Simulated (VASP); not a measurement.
# NaH in VASP: notebook, part 2 of 3

VASP 6.6.1.

### 4 Electric field gradients, PBE (z stretched by +2 % at fixed volume)

INCAR reads:

```
SYSTEM = NaH
ALGO = Normal
EDIFF = 1E-8
ENCUT = 520
GGA = PE
ISIF = 2
ISMEAR = -1
LASPH = .True.
LCHARG = .False.
LEFG = .True.
LREAL = .False.
LWAVE = .False.
NBANDS = 11
NELM = 100
PREC = Accurate
SIGMA = 0.02
```

KPOINTS reads:

```
k-points
0
Gamma
  9 9 9
  0 0 0
```

POSCAR reads:

```
NaH
1.0
    0.0000000000      2.4159600049      2.4888000000
    2.4159600049      0.0000000000      2.4888000000
    2.4159600049      2.4159600049      0.0000000000
Na H
1 1
Direct
    0.0000000000      0.0000000000      0.0000000000
    0.5000000000      0.5000000000      0.5000000000
```

Potentials or basis: VASP PAW PBE potentials, release 64 (Na_pv, H).

Command:

```
cat potpaw_PBE.64/Na_pv/POTCAR potpaw_PBE.64/H/POTCAR > POTCAR
mpirun -np 1 vasp_std > vasp.out
```

OUTCAR:

```text
SYSTEM = NaH
   EDIFF = 1E-8
   ENCUT = 520
   GGA = PE
   ISIF = 2
   ISMEAR = -1
   LASPH = .True.
   LREAL = .False.
   NELM = 100
   PREC = Accurate

 ion  position               nearest neighbor table
   1  0.000  0.000  0.000-
   2  0.500  0.500  0.500-

  LATTYP: Found a body centered tetragonal cell.
 ALAT       =     3.4166834051
 C/A-ratio  =     1.4568513994

  Lattice vectors:

 A1 = (  -2.4159600049,   0.0000000000,   2.4888000000)
 A2 = (   2.4159600049,   0.0000000000,   2.4888000000)
 A3 = (   0.0000000000,   2.4159600049,  -2.4888000000)

Analysis of symmetry for initial positions (statically):
=====================================================================
 Subroutine PRICEL returns:
 Original cell was already a primitive cell.

 Routine SETGRP: Setting up the symmetry group for a
 body centered tetragonal supercell.

 Subroutine GETGRP returns: Found 16 space group operations
 (whereof 16 operations were pure point group operations)
 out of a pool of 16 trial point group operations.

The static configuration has the point symmetry D_4h.

Analysis of symmetry for dynamics (positions and initial velocities):
=====================================================================
 Subroutine PRICEL returns:
 Original cell was already a primitive cell.

 Routine SETGRP: Setting up the symmetry group for a
 body centered tetragonal supercell.

 Subroutine GETGRP returns: Found 16 space group operations
 (whereof 16 operations were pure point group operations)
 out of a pool of 16 trial point group operations.

The dynamic configuration has the point symmetry D_4h.

 Subroutine INISYM returns: Found 16 space group operations
 (whereof 16 operations are pure point group operations),
 and found     1 'primitive' translations

----------------------------------------------------------------------------------------

                                     Primitive cell

  volume of cell :      29.0536

  direct lattice vectors                    reciprocal lattice vectors
     0.000000000  2.415960005  2.488800000    -0.206957068  0.206957068  0.200900032
     2.415960005  0.000000000  2.488800000     0.206957068 -0.206957068  0.200900032
     2.415960005  2.415960005  0.000000000     0.206957068  0.206957068 -0.200900032

  length of vectors
     3.468571491  3.468571491  3.416683405     0.354997576  0.354997576  0.354997576

  position of ions in fractional coordinates (direct lattice)
     0.000000000  0.000000000  0.000000000
     0.500000000  0.500000000  0.500000000

  ion indices of the primitive-cell ions
   primitive index   ion index
                 1           1
                 2           2

----------------------------------------------------------------------------------------

 KPOINTS: k-points

Automatic generation of k-mesh.
 Grid dimensions read from file:
 generate k-points for:    9    9    9

 Generating k-lattice:
[... 71 lines left out ...]
   TEBEG  =    0.0;   TEEND  =   0.0 temperature during run
   PSTRESS=    0.0 pullay stress
   NELECT =       8.0000    total number of electrons
   NUPDOWN=      -1.0000    fix difference up-down
   EMIN   =  10.00;   EMAX   =-10.00  energy-range for DOS
   EFERMI =   0.00;   METHOD = LEGACY
   ISMEAR =    -1;   SIGMA  =   0.02  broadening in eV -4-tet -1-fermi 0-gaus
   EFERMI_NEDOS =   21; number of points for ismear=-14 and -15
   IALGO  =     38    algorithm
   IMIX   =      4    mixing-type and parameters
     AMIX     =   0.40;   BMIX     =  1.00
     AMIX_MAG =   1.60;   BMIX_MAG =  1.00
  volume/ion in A,a.u.               =      14.53        98.03
  Fermi-wavevector in a.u.,A,eV,Ry     =   1.065054  2.012660 15.433636  1.134340
  Thomas-Fermi vector in A             =   2.200593
   LORBIT       =      0    0 simple, 1 ext, 2 COOP (PROOUT), +10 PAW based schemes
   GGA     = PE    functional components
   LHFCALC =     F    Hartree Fock is set to
   AEXX    =    0.0000 exact exchange contribution
   IVDW    =     0    specifies the selected vdW correction
   LEPSILON=     F    determine dielectric tensor
   LRPA    =     F    only Hartree local field effects (RPA)
 non-spin polarized calculation
  energy-cutoff  :      520.00
  volume of cell :       29.05
 maximum number of plane-waves:       800
 NGX is ok and might be reduce to    28
   NGX = 13   NGY = 13   NGZ = 13

 number of electron       8.0000004 magnetization

 Free energy of the ion-electron system (eV)
  ---------------------------------------------------
  ext. energy  EPLUGINS =         0.00000000
  ---------------------------------------------------
  free energy    TOTEN  =        -5.08461781 eV

  energy without entropy =       -5.08461781  energy(sigma->0) =       -5.08461781

 E-fermi :  -0.7127     XC(G=0):  -7.6712

 val. band max:       -1.2388073060   @ k =  -0.3333   0.1111   0.4444
 cond. band min:       2.7339117195   @ k =  -0.4444   0.1111   0.0000
 fundamental gap:      3.9727190255
 Fermi energy:        -0.7126823894

 k-point     1 :       0.0000    0.0000    0.0000
  band No.  band energies     occupation
      1     -23.3654      2.00000
      2     -23.3548      2.00000
      3     -23.3548      2.00000
      4      -4.7404      2.00000
      5       8.9452      0.00000
      6      14.0877      0.00000
      7      14.2387      0.00000
      8      14.2387      0.00000
      9      14.9571      0.00000
     10      14.9797      0.00000
     11      14.9797      0.00000
[... 309 lines left out ...]
 k-point    24 :       0.4444    0.4444    0.0000
  band No.  band energies     occupation
      1     -23.4378      2.00000
      2     -23.3802      2.00000
      3     -23.3802      2.00000
      4      -1.6512      2.00000
      5       3.3723      0.00000
      6       8.9885      0.00000
      7       9.5945      0.00000
      8       9.5945      0.00000
      9      10.5000      0.00000
     10      21.4985      0.00000
     11      23.7227      0.00000

 [... further k-points ...]
[... 5 lines left out ...]
  --------------------------------------------------------------------------------------
  -------------------------------------------------------------------------------------
  Total       -0.0714900     -0.0714900     -0.2137719      0.0000000      0.0000000      0.0000000
  in kB       -3.9423615     -3.9423615    -11.7885837      0.0000000      0.0000000      0.0000000
  external PRESSURE =      -6.5577689 kB  Pullay stress =       0.0000000 kB

 VOLUME and BASIS-vectors are now :
 -----------------------------------------------------------------------------
  energy-cutoff  :      520.00
  volume of cell :       29.05
      direct lattice vectors                 reciprocal lattice vectors
     0.000000000  2.415960005  2.488800000    -0.206957068  0.206957068  0.200900032
     2.415960005  0.000000000  2.488800000     0.206957068 -0.206957068  0.200900032
     2.415960005  2.415960005  0.000000000     0.206957068  0.206957068 -0.200900032

 POSITION                                       TOTAL-FORCE (eV/Angst)
 -----------------------------------------------------------------------------------
      0.00000      0.00000      0.00000         0.000000     -0.000000     -0.000000
      2.41596      2.41596      2.48880        -0.000000      0.000000      0.000000
 -----------------------------------------------------------------------------------
    total drift:                               -0.000000     -0.000000     -0.000000

  FREE ENERGIE OF THE ION-ELECTRON SYSTEM (eV)
  ---------------------------------------------------
  free  energy   TOTEN  =        -5.0846178088 eV

  energy  without entropy=       -5.0846178088  energy(sigma->0) =       -5.08461781

 Electric field gradients (V/A^2)
---------------------------------------------------------------------
 ion       V_xx      V_yy      V_zz      V_xy      V_xz      V_yz
---------------------------------------------------------------------
   1      -1.389    -1.389     2.779     0.001     0.001     0.001
   2       0.141     0.141    -0.283     0.001     0.001     0.001
---------------------------------------------------------------------

 Electric field gradients after diagonalization (V/A^2)
 (convention: |V_zz| > |V_xx| > |V_yy|)
----------------------------------------------------------------------
 ion       V_xx      V_yy      V_zz     asymmetry (V_yy - V_xx)/ V_zz
----------------------------------------------------------------------
   1      -1.391    -1.388     2.779       0.001
   2       0.142     0.140    -0.283       0.007
----------------------------------------------------------------------

           NMR quadrupolar parameters

 Cq : quadrupolar parameter    Cq=e*Q*V_zz/h
 eta: asymmetry parameters     (V_yy - V_xx)/ V_zz
 Q  : nuclear electric quadrupole moment in mb (millibarn)
----------------------------------------------------------------------
 ion       Cq(MHz)       eta       Q (mb)
----------------------------------------------------------------------
   1       0.007       0.001       1.000
   2      -0.001       0.007       1.000
----------------------------------------------------------------------
```

OSZICAR:

```text
N       E                     dE             d eps       ncg     rms          rms(c)
DAV:   1     0.364631630502E+02    0.36463E+02   -0.46493E+03  1656   0.748E+02
DAV:   2    -0.424972141332E+01   -0.40713E+02   -0.39959E+02  1736   0.189E+02
DAV:   3    -0.550214824556E+01   -0.12524E+01   -0.12509E+01  1987   0.322E+01
DAV:   4    -0.551062109814E+01   -0.84729E-02   -0.84720E-02  1924   0.266E+00
DAV:   5    -0.551070056798E+01   -0.79470E-04   -0.79469E-04  1935   0.267E-01    0.317E+00
DAV:   6    -0.517035830531E+01    0.34034E+00   -0.33621E-01  1945   0.272E+00    0.146E+00
DAV:   7    -0.507974145130E+01    0.90617E-01   -0.32688E-01  1884   0.211E+00    0.356E-01
DAV:   8    -0.508472651803E+01   -0.49851E-02   -0.10423E-02  1794   0.942E-01    0.706E-02
DAV:   9    -0.508462781823E+01    0.98700E-04   -0.12397E-03  2001   0.361E-01    0.232E-02
DAV:  10    -0.508461454039E+01    0.13278E-04   -0.67004E-05  1862   0.508E-02    0.451E-03
DAV:  11    -0.508461804903E+01   -0.35086E-05   -0.64408E-06  1908   0.113E-02    0.314E-03
DAV:  12    -0.508461779943E+01    0.24960E-06   -0.23177E-07  1913   0.326E-03    0.282E-04
DAV:  13    -0.508461780879E+01   -0.93569E-08   -0.54656E-09  1918   0.558E-04
   1 F= -.50846178E+01 E0= -.50846178E+01  d E =-.881641E-13
```

stdout:

```text
POSCAR found type information on POSCAR NaH
 POSCAR found :  2 types and       2 ions
 scaLAPACK will be used
 LDA part: xc-table for (Slater+PW92), standard interpolation
 POSCAR, INCAR and KPOINTS ok, starting setup
 FFT: planning ... GRIDC
 FFT: planning ... GRID_SOFT
 FFT: planning ... GRID
 WAVECAR not read
 entering main loop
ion   1

ion   2
```

It took 18 s on 1 thread of Intel Xeon 6975P-C (Granite Rapids), shared host; peak memory 0.15 GiB.

What came out:

- Free energy: -5.0846 eV
- Pressure: -0.7 GPa
- Band gap on the k mesh: 3.97 eV, indirect (least direct gap 4.69 eV)

Electric field gradients, principal values (V/Å²):
| atom | least | middle | greatest (by size) |
| --- | --- | --- | --- |
| 1 Na | -1.388 | -1.391 | 2.779 |
| 2 H | 0.140 | 0.142 | -0.283 |

Caveat: without QUAD_EFG the Cq values of the log hold for a quadrupole moment of 1 mb, not for the nuclei. A k mesh can miss the band edges.

(Continued in part 3 of 3.)
